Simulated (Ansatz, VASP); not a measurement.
One calculation of Ti, two programs

```
CELL_PARAMETERS angstrom
0.00000 -3.20990 0.00000
-3.20990 0.00000 0.00000
0.00000 0.00000 -3.20990
ATOMIC_POSITIONS crystal
Ti 0.55732 0.55732 0.50000
Ti 0.94268 0.94268 0.00000
```

Change from the starting cell: mode 4 frozen in at -0.184 Å and mode 5 at -0.184 Å (largest displacements).

Alike in both runs: task single point; functional PBEsol; k mesh 14 × 14 × 14; occupations gaussian, width 0.15 eV; no spin polarisation.

|  | VASP | Ansatz |
| --- | --- | --- |
| version | VASP 6.6.1 | Ansatz 0.2.0 |
| potentials or method | VASP PAW PBE potentials, release 64 (Ti_sv), cutoff 520 eV | scalar-relativistic, plane waves, PAW |
| valence electrons in the cell | 24 | 24 |

|  | VASP | Ansatz | Ansatz less VASP |
| --- | --- | --- | --- |
| gap on the k mesh at the Fermi level (eV) | none | none | - |
| pressure (GPa) | 3.5 | 3.6 | +0.04 |
| traceless stress, the component that is largest in VASP (GPa) | 6.93 | 6.89 | -0.045 |
| rms of the force components (eV/Å) | 1.561 | 1.535 | -0.0256 |

VASP's potentials were made for PBE, not for PBEsol, and Ansatz warns of the same on its side. Atom by atom the forces differ by 0.026 eV/Å (rms over components). A gap of «none» marks a metal or a gap that the smearing closes.
